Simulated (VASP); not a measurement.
A run of VASP 6.6.1:

Contents of INCAR:

```
SYSTEM = MgO
  PREC = Accurate
  ENCUT = 520
  EDIFF = 1E-7
  ISMEAR = 0
  SIGMA = 0.05
  LREAL = .FALSE.
  LASPH = .TRUE.
  NELM = 100
  ALGO = Normal
  ISIF = 2
  LWAVE = .FALSE.
  LCHARG = .FALSE.
  GGA = PS
  NBANDS = 26
```

KPOINTS

```
Automatic mesh
0
G
  6 6 6
  0 0 0
```

Contents of POSCAR:

```
MgO
1.0
    4.2149416169      0.0000000000      0.0000000000
    0.0000000000     -4.2149416169      0.0000000000
    0.0000000000      0.0000000000     -4.2149416169
Mg O
4 4
Direct
   -0.0177827656      0.0177827656      0.1257431415
    0.5000000000      0.5000000000      0.0000000000
    0.5000000000      0.0000000000      0.5000000000
    0.0000000000      0.5000000000      0.5000000000
    0.5000000000      0.0000000000      0.0000000000
    0.0000000000      0.5000000000      0.0000000000
    0.0000000000      0.0000000000      0.5000000000
    0.5000000000      0.5000000000      0.5000000000
```

Potentials or basis: VASP PAW PBE potentials, release 64 (Mg, O).

Launch:

```sh
$ cat potpaw_PBE.64/Mg/POTCAR potpaw_PBE.64/O/POTCAR > POTCAR
$ mpirun -np 1 vasp_std > vasp.out
```

Hardware: 1 thread of AMD EPYC 9R45 96-Core Processor (Zen 5) (shared host).

Q: How long does it take, and how much memory?

A: It took 54 s on 1 thread of AMD EPYC 9R45 96-Core Processor (Zen 5) (shared host), peak memory 0.21 GiB. Counts: scf iterations 14, k points 68.
